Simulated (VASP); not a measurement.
Set up this calculation in VASP 6.6.1, as the native input.

| Property | Result |
| --- | --- |
| Task | single point |
| Functional | HSE06 |
| Potentials or basis | VASP PAW PBE potentials, release 64 (Ca_sv, S) |
| Cutoff | 400 eV |
| k mesh | 4 × 4 × 4 |
| Occupations | gaussian, width 0.01 eV |
| Spin | no spin polarisation |
| Dipole correction | no |
| Grid for exact exchange (PRECFOCK) | Normal |
| Further INCAR settings | ALGO = Normal; EDIFF = 1e-06; NBANDS = 15 |
| Share of exact exchange | 0.25 |
| Screening parameter | 0.2079 1/Å |

Crystal: CaS.

```
CELL_PARAMETERS angstrom
0.00000 2.84794 2.84794
2.84794 0.00000 2.84794
2.84794 2.84794 0.00000
ATOMIC_POSITIONS crystal
Ca 0.00000 0.00000 0.00000
S 0.50000 0.50000 0.50000
```

The input as run:

POSCAR

```
CaS
1.0
    0.0000000000      2.8479357440      2.8479357440
    2.8479357440      0.0000000000      2.8479357440
    2.8479357440      2.8479357440      0.0000000000
Ca S
1 1
Direct
    0.0000000000      0.0000000000      0.0000000000
    0.5000000000      0.5000000000      0.5000000000
```

INCAR.step1

```
ALGO = Normal
EDIFF = 1E-5
ENCUT = 400
GGA = PE
GGA_COMPAT = F
ISIF = 2
ISMEAR = 0
LASPH = T
LCHARG = F
LREAL = F
LWAVE = T
NBANDS = 15
NELM = 120
PREC = Accurate
SIGMA = 0.01
```

INCAR.step2

```
ALGO = Normal
EDIFF = 1E-6
ENCUT = 400
GGA = PE
GGA_COMPAT = F
HFSCREEN = 0.2079
ISIF = 2
ISMEAR = 0
ISTART = 1
LASPH = T
LCHARG = F
LHFCALC = T
LREAL = F
LWAVE = F
NBANDS = 15
NELM = 120
PREC = Accurate
PRECFOCK = Normal
SIGMA = 0.01
```

KPOINTS

```
k-points
0
Gamma
  4 4 4
```

Potentials or basis: VASP PAW PBE potentials, release 64 (Ca_sv, S).

The run is started by

```sh
$ cat potpaw_PBE.64/Ca_sv/POTCAR potpaw_PBE.64/S/POTCAR > POTCAR
$ cp INCAR.step1 INCAR
$ mpirun -np 1 vasp_std > vasp.out
$ cp INCAR.step2 INCAR
$ mpirun -np 1 vasp_std > vasp.out
```

It gave:

* Pressure: 0.3 GPa
* Band gap on the k mesh: 3.40 eV (least direct gap 4.31 eV)

Caveat: the k points lie up to 0.48 Å⁻¹ apart; the PAW data sets were made with another functional, which shifts forces and pressure a little.

It took 3.8 min on 1 thread of Intel(R) Xeon(R) Platinum 8375C CPU @ 2.90GHz (Ice Lake), with other jobs on the host, peak memory 0.26 GiB.
